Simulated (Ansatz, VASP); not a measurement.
**Zr2O: VASP beside Ansatz**

INCAR

```
SYSTEM = Zr2O
  PREC = Accurate
  ENCUT = 520
  EDIFF = 1E-6
  ISMEAR = 0
  SIGMA = 0.15
  LREAL = .False.
  LASPH = .True.
  NELM = 80
  ALGO = Normal
  ISIF = 2
  LWAVE = .False.
  LCHARG = .False.
  GGA = PS
  NBANDS = 39
```

File KPOINTS:

```
Automatic mesh
0
Gamma
  10 10 10
  0 0 0
```

POSCAR

```
Zr2O
1.0
    4.8722925076      0.0000000000      0.0000000000
    0.0000000000      4.8722925076      0.0000000000
    0.0000000000      0.0000000000      4.7282838620
Zr O
4 2
Direct
    0.2500000000      0.2500000000      0.7500000000
    0.7500000000      0.2500000000      0.2500000000
    0.2500000000      0.7500000000      0.2500000000
    0.7500000000      0.7500000000      0.7500000000
    0.0000000000      0.0000000000      0.0000000000
    0.5000000000      0.5000000000      0.5000000000
```

Input for Ansatz:

```yaml
crystal:
  lattice:
    - [4.8722925076, 0.0, 0.0]
    - [0.0, 4.8722925076, 0.0]
    - [0.0, 0.0, 4.728283862]
  atoms:
    - { symbol: Zr, position: [0.25, 0.25, 0.75] }
    - { symbol: Zr, position: [0.75, 0.25, 0.25] }
    - { symbol: Zr, position: [0.25, 0.75, 0.25] }
    - { symbol: Zr, position: [0.75, 0.75, 0.75] }
    - { symbol: O, position: [0.0, 0.0, 0.0] }
    - { symbol: O, position: [0.5, 0.5, 0.5] }
basis:
  ecutwfc: 420
kpoints:
  mp_grid: { grid: [10, 10, 10] }
hamiltonian:
  xc: pbesol
scf:
  occupations: { method: gaussian, width: 0.15 }
output:
  forces: true
  stress: true
  eigenvalues: true
```

Change from the starting cell: strain +0.015 along x and y, -0.015 along z, atoms carried along.

Alike in both runs: task single point; functional PBEsol; k mesh 10 × 10 × 10; occupations gaussian, width 0.15 eV; no spin polarisation.

```csv
,VASP,Ansatz
version,VASP 6.6.1,Ansatz 0.2.0
potentials or method,"VASP PAW PBE potentials, release 64 (Zr_sv, O), cutoff 520 eV","scalar-relativistic, plane waves, PAW"
valence electrons in the cell,60,60
```

```tsv
	VASP	Ansatz	Ansatz less VASP
gap on the k mesh at the Fermi level (eV)	none	none	-
pressure (GPa)	-1.8	-2.1	-0.23
traceless stress, the component that is largest in VASP (GPa)	0.96	0.97	+0.011
```

VASP's potentials were made for PBE, not for PBEsol. A gap of «none» marks a metal or a gap that the smearing closes.
